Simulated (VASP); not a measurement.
Set up this calculation in VASP 6.6.1, as the native input.

* Task: single point
* Functional: LDA
* Potentials or basis: VASP PAW LDA potentials, release 64 (Si)
* Cutoff: 520 eV
* k mesh: 12 × 12 × 12
* Occupations: gaussian, width 0.05 eV
* Spin: no spin polarisation
* Dipole correction: no
* Further INCAR settings: ALGO = Normal; EDIFF = 1e-07; NBANDS = 11

The structure of Si lies in POSCAR:

```
Si
1.0
    0.0000000000      2.7222217286      2.7222217286
    2.7222217286      0.0000000000      2.7222217286
    2.7222217286      2.7222217286      0.0000000000
Si
2
Direct
    0.5000000000      0.5000000000      0.5000000000
    0.7500000000      0.7500000000      0.7500000000
```

This cell differs from its parent crystal: volume 20.173 Å^3 an atom, c/a of the conventional cell 1.0000.

One way to write it, as run:

INCAR

```
ALGO     = Normal         # electronic algorithm
EDIFF    = 1E-7           # SCF threshold, eV
ENCUT    = 520            # plane-wave cutoff, eV
GGA      = CA             # functional
ISIF     = 2              # what is computed and relaxed
ISMEAR   = 0              # smearing method
LASPH    = True           # aspherical terms in the spheres
LCHARG   = False          # write CHGCAR
LREAL    = False          # projectors in reciprocal space
LWAVE    = False          # write WAVECAR
NBANDS   = 11             # bands
NELM     = 80             # most SCF steps
PREC     = Accurate       # precision mode
SIGMA    = 0.05           # smearing width, eV
```

KPOINTS

```
k-points
0
Gamma
  12 12 12
```

Potentials or basis: VASP PAW LDA potentials, release 64 (Si).

Run with:

```console
$ cat potpaw_LDA.64/Si/POTCAR > POTCAR
$ mpirun -np 1 vasp_std > vasp.out
```

It gave:

```yaml
Pressure: -2.1 GPa
Band_gap_on_the_k_mesh: 0.48 eV, indirect (least direct gap 2.52 eV)
```

It took 16 s on 1 thread of Intel(R) Xeon(R) Platinum 8559C (Emerald Rapids), with other jobs on the host, peak memory 0.15 GiB.
